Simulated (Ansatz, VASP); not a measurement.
# Pb in VASP and in Ansatz

Contents of INCAR:

```
PREC = Accurate
ENCUT = 500
EDIFF = 1E-6
ISMEAR = -1
SIGMA = 0.05
LREAL = False
LASPH = True
NELM = 120
ALGO = Normal
ISIF = 2
LWAVE = False
LCHARG = False
GGA = CA
NBANDS = 13
GGA_COMPAT = False
```

File KPOINTS:

```
Automatic mesh
0
Gamma
  15 15 15
```

The input POSCAR:

```
Pb
1.0
    0.0000000000      2.2458625071      2.2458625071
    2.2458625071      0.0000000000      2.2458625071
    2.2458625071      2.2458625071      0.0000000000
Pb
1
Direct
    0.0000000000      0.0000000000      0.0000000000
```

Input for Ansatz:

```yaml
crystal:
  lattice:
    - [0.0, 2.2458625071, 2.2458625071]
    - [2.2458625071, 0.0, 2.2458625071]
    - [2.2458625071, 2.2458625071, 0.0]
  atoms:
    - { symbol: Pb, position: [0.0, 0.0, 0.0] }
kpoints:
  mp_grid: { grid: [15, 15, 15] }
scf:
  occupations: { method: fermi_dirac, width: 0.05 }
hamiltonian:
  xc: lda
  pseudopotentials: { kind: all_electron, datasets: crystal }
output:
  forces: true
  stress: true
  eigenvalues: true
```

Change from the starting cell: volume scaled by 0.78, crystal datasets.

Alike in both runs: task single point; functional LDA; k mesh 15 × 15 × 15; occupations fermi-dirac, width 0.05 eV; no spin polarisation.

```csv
,VASP,Ansatz
version,VASP 6.6.1,Ansatz 0.2.0
potentials or method,"VASP PAW LDA potentials, release 64 (Pb_d), cutoff 500 eV","all-electron PAW with datasets made for the crystal, scalar-relativistic"
```

```csv
,VASP,Ansatz,Ansatz less VASP
pressure (GPa),24.2,23.9,-0.31
```

LDA's correlation is that of Perdew and Zunger in VASP and of Perdew and Wang (1992) in Ansatz. Ansatz ran all-electron here, and VASP with PAW potentials.

Spin-orbit coupling is off throughout.
